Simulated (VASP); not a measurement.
BAs, 2 atoms in the cell. Symmetry: F-43m, No. 216, cubic system. The conventional cell has a = 4.678 Å, b = 4.678 Å, c = 4.678 Å, α = 90.00°, β = 90.00°, γ = 90.00°. Within 2.7 Å of B (site symmetry -43m) lie 4 As at 2.03 Å. Within 2.7 Å of As (site symmetry -43m) lie 4 B at 2.03 Å. 

| Item | Value |
| --- | --- |
| Program | VASP 6.6.1 |
| Task | single point |
| Functional | PBEsol |
| Potentials or basis | VASP PAW PBE potentials, release 64 (B, As) |
| Cutoff | 520 eV |
| k mesh | 10 × 10 × 10 |
| Occupations | gaussian, width 0.01 eV |
| Spin | no spin polarisation |
| Dipole correction | no |
| Further INCAR settings | ALGO = Normal; EDIFF = 1e-06; NBANDS = 11 |

Potentials or basis: VASP PAW PBE potentials, release 64 (B, As).

Command:

```console
$ cat potpaw_PBE.64/B/POTCAR potpaw_PBE.64/As/POTCAR > POTCAR
$ mpirun -np 1 vasp_std > vasp.out
```

Hardware: 1 thread of Intel(R) Xeon(R) 6975P-C (Granite Rapids), with other jobs on the host.

**Question.** How long does it take, and how much memory?

**Answer.** Run time: 6.3 s on 1 thread of Intel(R) Xeon(R) 6975P-C (Granite Rapids) (shared host), peak memory 0.16 GiB. Counts: scf iterations 12, k points 47.
